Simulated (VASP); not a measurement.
# SnPb3Se4 (R3m) in VASP: further runs

SnPb3Se4 is run at these levels: PBE; tasks: single point.

Program: VASP 6.6.1. These are calculated values, not measurements. Logs are shortened: lines on timing, memory, paths and dates and some standing lists are left out, and cuts for length are marked.

## 1. The cell of the first run

It takes space group R3m (No. 160, trigonal). The conventional cell has a = 8.864 Å, b = 8.864 Å, c = 11.155 Å, α = 90.00°, β = 90.00°, γ = 120.00°. Sn (site symmetry 3m) has 6 Se at 2.87 to 3.48 Å within 3.8 Å. Within 4.0 Å of Pb (site symmetry m) lie 6 Se at 3.02 to 3.31 Å. Se (site symmetry 3m) has 6 Pb at 3.02 to 3.31 Å within 4.0 Å. Se (site symmetry m) has 2 Sn at 2.87 to 3.48 Å and 4 Pb at 3.06 to 3.29 Å within 3.8 Å.

## 2. Single point, PBE (31.63 Å³/atom)

File INCAR:

```
PREC = Accurate
ENCUT = 520
EDIFF = 1E-6
ISMEAR = 0
SIGMA = 0.01
LREAL = False
LASPH = True
NELM = 100
ALGO = Normal
ISIF = 2
LWAVE = False
LCHARG = True
GGA = PE
LELF = True
LVHAR = True
NBANDS = 50
```

File KPOINTS:

```
Automatic mesh
0
Gamma
  6 6 6
```

File POSCAR:

```
SnPb3Se4
1.0
    4.4321393661      2.5588968561      3.7182569450
   -4.4321393661      2.5588968561      3.7182569450
    0.0000000000     -5.1177937123      3.7182569450
Sn Pb Se
1 3 4
Direct
    0.9809005768      0.9809005768      0.9809005768
    0.9879460569      0.4905310622      0.4905310622
    0.4905310622      0.4905310622      0.9879460569
    0.4905310622      0.9879460569      0.4905310622
    0.5101756881      0.5101756881      0.5101756881
    0.5285415783      0.0073546630      0.0073546630
    0.0073546630      0.0073546630      0.5285415783
    0.0073546630      0.5285415783      0.0073546630
```

Potentials or basis: VASP PAW PBE potentials, release 64 (Sn_d, Pb_d, Se).

Launch:

```sh
> cat potpaw_PBE.64/Sn_d/POTCAR potpaw_PBE.64/Pb_d/POTCAR potpaw_PBE.64/Se/POTCAR > POTCAR
> mpirun -np 1 vasp_std > vasp.out
```

OUTCAR:

```text
PREC = Accurate
   ENCUT = 520
   EDIFF = 1E-6
   ISMEAR = 0
   LREAL = False
   LASPH = True
   NELM = 100
   ISIF = 2
   GGA = PE

 ion  position               nearest neighbor table
   1  0.981  0.981  0.981-   6 2.87   8 2.87   7 2.87
   2  0.988  0.491  0.491-   5 3.02   7 3.06   8 3.06   7 3.29   8 3.29   5 3.31
   3  0.491  0.491  0.988-   5 3.02   6 3.06   8 3.06   6 3.29   8 3.29   5 3.31
   4  0.491  0.988  0.491-   5 3.02   7 3.06   6 3.06   7 3.29   6 3.29   5 3.31
   5  0.510  0.510  0.510-   2 3.02   4 3.02   3 3.02   4 3.31   2 3.31   3 3.31
   6  0.529  0.007  0.007-   1 2.87   3 3.06   4 3.06   3 3.29   4 3.29
   7  0.007  0.007  0.529-   1 2.87   2 3.06   4 3.06   2 3.29   4 3.29
   8  0.007  0.529  0.007-   1 2.87   3 3.06   2 3.06   3 3.29   2 3.29

  LATTYP: Found a trigonal (rhomboedric) cell.
 ALAT       =     6.3259186835
 COS(alpha) =     0.0182303512

  Lattice vectors:

 A1 = (   4.4321393661,   2.5588968561,   3.7182569450)
 A2 = (  -4.4321393661,   2.5588968561,   3.7182569450)
 A3 = (   0.0000000000,  -5.1177937123,   3.7182569450)

Analysis of symmetry for initial positions (statically):
=====================================================================
 Subroutine PRICEL returns:
 Original cell was already a primitive cell.

 Routine SETGRP: Setting up the symmetry group for a
 trigonal (rhombohedral) supercell.

 Subroutine GETGRP returns: Found  6 space group operations
 (whereof  6 operations were pure point group operations)
 out of a pool of 12 trial point group operations.

The static configuration has the point symmetry C_3v.

Analysis of symmetry for dynamics (positions and initial velocities):
=====================================================================
 Subroutine PRICEL returns:
 Original cell was already a primitive cell.

 Routine SETGRP: Setting up the symmetry group for a
 trigonal (rhombohedral) supercell.

 Subroutine GETGRP returns: Found  6 space group operations
 (whereof  6 operations were pure point group operations)
 out of a pool of 12 trial point group operations.

The dynamic configuration has the point symmetry C_3v.

 Subroutine INISYM returns: Found  6 space group operations
 (whereof  6 operations are pure point group operations),
 and found     1 'primitive' translations

----------------------------------------------------------------------------------------

                                     Primitive cell

  volume of cell :     253.0212

  direct lattice vectors                    reciprocal lattice vectors
     4.432139366  2.558896856  3.718256945     0.112812337  0.065132233  0.089647740
    -4.432139366  2.558896856  3.718256945    -0.112812337  0.065132233  0.089647740
     0.000000000 -5.117793712  3.718256945     0.000000000 -0.130264466  0.089647740

  length of vectors
     6.325918683  6.325918683  6.325918684     0.158131428  0.158131428  0.158131428

  position of ions in fractional coordinates (direct lattice)
     0.980900577  0.980900577  0.980900577
     0.987946057  0.490531062  0.490531062
     0.490531062  0.490531062  0.987946057
     0.490531062  0.987946057  0.490531062
     0.510175688  0.510175688  0.510175688
     0.528541578  0.007354663  0.007354663
     0.007354663  0.007354663  0.528541578
     0.007354663  0.528541578  0.007354663

  ion indices of the primitive-cell ions
   primitive index   ion index
                 1           1
                 2           2
                 3           3
                 4           4
                 5           5
                 6           6
                 7           7
                 8           8

----------------------------------------------------------------------------------------

 KPOINTS: Automatic mesh

Automatic generation of k-mesh.
 Grid dimensions read from file:
 generate k-points for:    6    6    6

 Generating k-lattice:

  Cartesian coordinates                     Fractional coordinates (reciprocal lattice)
     0.018802056  0.010855372  0.014941290     0.166666667  0.000000000 -0.000000000
    -0.018802056  0.010855372  0.014941290     0.000000000  0.166666667 -0.000000000
     0.000000000 -0.021710744  0.014941290    -0.000000000 -0.000000000  0.166666667

  Length of vectors
     0.026355238  0.026355238  0.026355238

  Shift w.r.t. Gamma in fractional coordinates (k-lattice)
     0.000000000  0.000000000  0.000000000

 Subroutine IBZKPT returns following result:
 ===========================================

 Found     32 irreducible k-points:

 Following reciprocal coordinates:
            Coordinates               Weight
  0.000000  0.000000  0.000000      1.000000
  0.166667  0.000000  0.000000      6.000000
  0.333333 -0.000000  0.000000      6.000000
  0.500000  0.000000  0.000000      3.000000
  0.166667  0.166667  0.000000      6.000000
  0.333333  0.166667  0.000000     12.000000
[... 16 lines left out ...]
  0.500000  0.500000  0.166667      6.000000
 -0.333333  0.500000  0.166667     12.000000
 [... further k-points ...]
   k-points           NKPTS =     32   k-points in BZ     NKDIM =     32   number of bands    NBANDS=     50
   number of dos      NEDOS =    301   number of ions     NIONS =      8
   total plane-waves  NPLWV = 110592
   dimension x,y,z NGX =    48 NGY =   48 NGZ =   48
   dimension x,y,z NGXF=    96 NGYF=   96 NGZF=   96
   ions per type =               1   3   4
   NGX,Y,Z   is equivalent  to a cutoff of  12.61, 12.61, 12.61 a.u.
   NGXF,Y,Z  is equivalent  to a cutoff of  25.23, 25.23, 25.23 a.u.
 SYSTEM =  unknown system
   PREC   = accura    normal or accurate (medium, high low for compatibility)
   ISTART =      0    job   : 0-new  1-cont  2-samecut
   ICHARG =      2    charge: 1-file 2-atom 10-const
   ISPIN  =      1    spin polarized calculation?
   LNONCOLLINEAR =      F non collinear calculations
   LSORBIT =      F    spin-orbit coupling
   LASPH  =      T    aspherical Exc in radial PAW
   ENCUT  =  520.0 eV  38.22 Ry    6.18 a.u.  11.76 11.76 11.76*2*pi/ulx,y,z
   NELM   =    100;   NELMIN=  2; NELMDL= -5     # of ELM steps
   EDIFF  = 0.1E-05   stopping-criterion for ELM
   LREAL  =      F    real-space projection
   EDIFFG = 0.1E-04   stopping-criterion for IOM
   NSW    =      0    number of steps for IOM
   IBRION =     -1    ionic relax: 0-MD 1-quasi-New 2-CG
   NFREE  =      0    steps in history (QN), initial steepest desc. (CG)
   ISIF   =      2    stress and relaxation
   ISYM   =      2    0-nonsym 1-usesym 2-fastsym
   POTIM  = 0.5000    time-step for ionic-motion
   TEBEG  =    0.0;   TEEND  =   0.0 temperature during run
   PSTRESS=    0.0 pullay stress
   NELECT =      80.0000    total number of electrons
   NUPDOWN=      -1.0000    fix difference up-down
   EMIN   =  10.00;   EMAX   =-10.00  energy-range for DOS
   EFERMI =   0.00;   METHOD = LEGACY
   ISMEAR =     0;   SIGMA  =   0.01  broadening in eV -4-tet -1-fermi 0-gaus
   EFERMI_NEDOS =   21; number of points for ismear=-14 and -15
   IALGO  =     38    algorithm
   IMIX   =      4    mixing-type and parameters
     AMIX     =   0.40;   BMIX     =  1.00
     AMIX_MAG =   1.60;   BMIX_MAG =  1.00
  volume/ion in A,a.u.               =      31.63       213.43
  Fermi-wavevector in a.u.,A,eV,Ry     =   1.115285  2.107583 16.923753  1.243861
  Thomas-Fermi vector in A             =   2.251888
   LORBIT       =      0    0 simple, 1 ext, 2 COOP (PROOUT), +10 PAW based schemes
   GGA     = PE    functional components
   LHFCALC =     F    Hartree Fock is set to
   AEXX    =    0.0000 exact exchange contribution
   IVDW    =     0    specifies the selected vdW correction
   LEPSILON=     F    determine dielectric tensor
   LRPA    =     F    only Hartree local field effects (RPA)
 non-spin polarized calculation
 Gauss-broadening in eV      SIGMA  =   0.01
  energy-cutoff  :      520.00
  volume of cell :      253.02
 maximum number of plane-waves:      6848
   NGX = 23   NGY = 23   NGZ = 23

 number of electron      79.9999992 magnetization

 Free energy of the ion-electron system (eV)
  ---------------------------------------------------
  ext. energy  EPLUGINS =         0.00000000
  ---------------------------------------------------
  free energy    TOTEN  =       -32.71159699 eV

  energy without entropy =      -32.71159699  energy(sigma->0) =      -32.71159699

 E-fermi :   4.3735     XC(G=0):  -9.0223

 val. band max:        4.3311562396   @ k =   0.5000   0.5000   0.5000
 cond. band min:       4.4321812364   @ k =   0.5000   0.5000   0.5000
 fundamental gap:      0.1010249969
 Fermi energy:         4.3734685209

 k-point     1 :       0.0000    0.0000    0.0000
  band No.  band energies     occupation
      1     -17.1586      2.00000
      2     -17.1586      2.00000
      3     -17.1433      2.00000
      4     -17.1433      2.00000
      5     -17.1362      2.00000
      6     -12.9289      2.00000
[... 42 lines left out ...]
     49       9.1172      0.00000
     50       9.4532      0.00000

 k-point     2 :       0.1667    0.0000    0.0000
  band No.  band energies     occupation
      1     -17.1586      2.00000
      2     -17.1584      2.00000
      3     -17.1434      2.00000
      4     -17.1433      2.00000
      5     -17.1362      2.00000
      6     -12.9235      2.00000
[... 42 lines left out ...]
     49       8.8940      0.00000
     50       8.9920      0.00000

 k-point     3 :       0.3333   -0.0000    0.0000
  band No.  band energies     occupation
      1     -17.1586      2.00000
      2     -17.1580      2.00000
      3     -17.1434      2.00000
      4     -17.1432      2.00000
      5     -17.1362      2.00000
      6     -12.9122      2.00000
[... 42 lines left out ...]
     49       8.2848      0.00000
     50       8.7152      0.00000

 k-point     4 :       0.5000    0.0000    0.0000
  band No.  band energies     occupation
      1     -17.1586      2.00000
      2     -17.1578      2.00000
      3     -17.1434      2.00000
      4     -17.1431      2.00000
      5     -17.1362      2.00000
      6     -12.9066      2.00000
[... 999 lines left out ...]
 k-point    23 :       0.5000    0.5000    0.1667
  band No.  band energies     occupation
      1     -17.1580      2.00000
      2     -17.1574      2.00000
      3     -17.1432      2.00000
      4     -17.1430      2.00000
      5     -17.1362      2.00000
      6     -12.8770      2.00000
[... 42 lines left out ...]
     49       7.6063      0.00000
     50       7.7431      0.00000

 k-point    24 :      -0.3333    0.5000    0.1667
  band No.  band energies     occupation
      1     -17.1581      2.00000
      2     -17.1575      2.00000
      3     -17.1433      2.00000
      4     -17.1431      2.00000
      5     -17.1362      2.00000
      6     -12.8843      2.00000
[... 42 lines left out ...]
     49       7.5369      0.00000
     50       7.6416      0.00000

 [... further k-points ...]
[... 5 lines left out ...]
  --------------------------------------------------------------------------------------
  -------------------------------------------------------------------------------------
  Total       -2.7723365     -2.7723365     -2.7718338      0.0000000      0.0000000      0.0000000
  in kB      -17.5549538    -17.5549538    -17.5517703      0.0000000      0.0000000      0.0000000
  external PRESSURE =     -17.5538926 kB  Pullay stress =       0.0000000 kB

 VOLUME and BASIS-vectors are now :
 -----------------------------------------------------------------------------
  energy-cutoff  :      520.00
  volume of cell :      253.02
      direct lattice vectors                 reciprocal lattice vectors
     4.432139366  2.558896856  3.718256945     0.112812337  0.065132233  0.089647740
    -4.432139366  2.558896856  3.718256945    -0.112812337  0.065132233  0.089647740
     0.000000000 -5.117793712  3.718256945     0.000000000 -0.130264466  0.089647740

 POSITION                                       TOTAL-FORCE (eV/Angst)
 -----------------------------------------------------------------------------------
      0.00000     -0.00000     10.94172         0.000000     -0.000000      0.013102
      2.20461      1.27283      7.32128         0.000840      0.000485      0.003378
      0.00000     -2.54567      7.32128         0.000000     -0.000970      0.003378
     -2.20461      1.27283      7.32128        -0.000840      0.000485      0.003378
      0.00000     -0.00000      5.69089         0.000000      0.000000     -0.004585
      2.30997      1.33366      2.01995        -0.004326     -0.002497     -0.006218
      0.00000     -2.66733      2.01995         0.000000      0.004995     -0.006218
     -2.30997      1.33366      2.01995         0.004326     -0.002497     -0.006218
 -----------------------------------------------------------------------------------
    total drift:                                0.000000     -0.000004      0.000144

  FREE ENERGIE OF THE ION-ELECTRON SYSTEM (eV)
  ---------------------------------------------------
  free  energy   TOTEN  =       -32.7115969914 eV

  energy  without entropy=      -32.7115969914  energy(sigma->0) =      -32.71159699
```

Run time: 5.8 min. Hardware: 1 thread of Intel Xeon 8259CL, shared host; peak memory 0.56 GiB.

What came out:

- Free energy: -32.7116 eV
- Pressure: -1.8 GPa
- Largest force: 0.013 eV/Å
- Band gap on the k mesh: 0.10 eV

Forces in eV/Å, atoms in the order of the input:
```
Sn   0.000  0.000  0.013
Pb   0.001  0.000  0.003
Pb   0.000 -0.001  0.003
Pb  -0.001  0.000  0.003
Se   0.000  0.000 -0.005
Se  -0.004 -0.002 -0.006
Se   0.000  0.005 -0.006
Se   0.004 -0.002 -0.006
```

Caveat: spin-orbit coupling is left out, which moves the levels of the heavy elements. A k mesh can miss the band edges.

## 3. Single point, PBE (32.82 Å³/atom)

This run uses another cell than the first one, of 32.82 Å³/atom.

File INCAR:

```
ALGO = Normal ; EDIFF = 1E-7
ENCUT = 520 ; GGA = PE
ISIF = 2 ; ISMEAR = 0
LASPH = T ; LCHARG = F
LREAL = F ; LWAVE = F
NBANDS = 50 ; NELM = 100
PREC = Accurate ; SIGMA = 0.01
```

File KPOINTS:

```
k-points
0
Gamma
  6 6 6
```

File POSCAR:

```
SnPb3Se4
1.0
    4.4463321808      2.5670910814      3.8339745292
   -4.4463321808      2.5670910814      3.8339745292
    0.0000000000     -5.1341821630      3.8339745291
Sn Pb Se
1 3 4
Direct
    0.9785796505      0.9785796505      0.9785796505
    0.9823706117      0.4855205050      0.4855205050
    0.4855205050      0.4855205050      0.9823706117
    0.4855205050      0.9823706117      0.4855205050
    0.5154973745      0.5154973745      0.5154973745
    0.5321548574      0.0118459232      0.0118459232
    0.0118459232      0.0118459232      0.5321548574
    0.0118459232      0.5321548574      0.0118459232
```

Potentials or basis: VASP PAW PBE potentials, release 64 (Sn_d, Pb_d, Se).

Launch:

```sh
> cat potpaw_PBE.64/Sn_d/POTCAR potpaw_PBE.64/Pb_d/POTCAR potpaw_PBE.64/Se/POTCAR > POTCAR
> mpirun -np 1 vasp_std > vasp.out
```

Wall time 7.4 min (1 thread of Intel Xeon 8259CL, shared host); peak memory 0.57 GiB.

Results (log left out):

```yaml
Free_energy: -32.5889 eV
Pressure: -2.3 GPa
Largest_force: 0.015 eV/Å
Band_gap_on_the_k_mesh: 0.22 eV
```

Forces in eV/Å, atoms in the order of the input:
```
Sn   0.000  0.000  0.015
Pb   0.002  0.001  0.004
Pb   0.000 -0.002  0.004
Pb  -0.002  0.001  0.004
Se   0.000  0.000 -0.007
Se  -0.003 -0.002 -0.006
Se   0.000  0.003 -0.006
Se   0.003 -0.002 -0.006
```

Levels at points of the mesh, in eV from the valence-band top:
```csv
k point,band 36,band 37,band 38,band 39,band 40,band 41,band 42,band 43,band 44,band 45
"(0.00, 0.00, 0.00)",-2.83,-2.71,-1.78,-1.78,-1.76,2.89,2.93,2.93,3.32,3.78
"(0.50, 0.00, 0.00)",-2.32,-1.57,-1.44,-1.04,-0.91,1.67,1.71,1.85,2.25,3.06
"(0.50, 0.50, 0.00)",-1.69,-1.16,-1.09,-0.88,-0.46,0.97,1.09,1.27,1.28,1.93
"(0.50, 0.50, 0.50)",-1.55,-0.95,-0.71,-0.71,0.00,0.22,0.40,0.40,0.87,1.63
```

Caveat: spin-orbit coupling is left out, which moves the levels of the heavy elements.
